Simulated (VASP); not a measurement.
NaS6:

```
CELL_PARAMETERS angstrom
0.00000 4.48852 4.48852
4.48852 0.00000 4.48852
4.48852 4.48852 0.00000
ATOMIC_POSITIONS crystal
Na 0.50000 0.50000 0.50000
S 0.50000 0.00000 0.00000
S 0.00000 0.50000 0.50000
S 0.00000 0.50000 0.00000
S 0.50000 0.00000 0.50000
S 0.00000 0.00000 0.50000
S 0.50000 0.50000 0.00000
```

- Program: VASP 6.6.1
- Task: relaxation of cell and atoms
- Functional: PBE
- Potentials or basis: VASP PAW PBE potentials, release 64 (Na_pv, S)
- Cutoff: 600 eV
- k mesh: 4 × 4 × 4
- Occupations: gaussian, width 0.1 eV
- Spin: no spin polarisation

At the start: pressure -9.9 GPa; volume 25.84 Å³/atom.

Where does the relaxation end?

Over 4 steps the energy falls by 336.3 meV/atom and the volume is 18.04 Å³/atom (-30.2 %); space group Fm-3m (No. 225, to 0.05 Å).

Step by step:
```
step  energy change (eV)  largest force (eV/Å)  pressure (GPa)  volume (Å³)
   1              0.0000                0.0000           -9.92       180.86
   2             -2.0529                0.0000           -5.61       142.12
   3             -2.3486                0.0000           -0.94       128.59
   4             -2.3544                0.0000            0.16       126.25
```

Final structure:
```xyz
7
Lattice="0.0000 3.9817 3.9817 3.9817 0.0000 3.9817 3.9817 3.9817 0.0000" Properties=species:S:1:pos:R:3 pbc="T T T"
Na    3.9817    3.9817    3.9817
S     3.9817    1.9909    5.9726
S     3.9817    1.9909    1.9909
S     1.9909    0.0000    1.9909
S     1.9909    3.9817    1.9909
S     1.9909    5.9726    3.9817
S     1.9909    1.9909    3.9817
```

Caveat: the volume moved by over 15 % at a fixed basis, so the end points are rough.
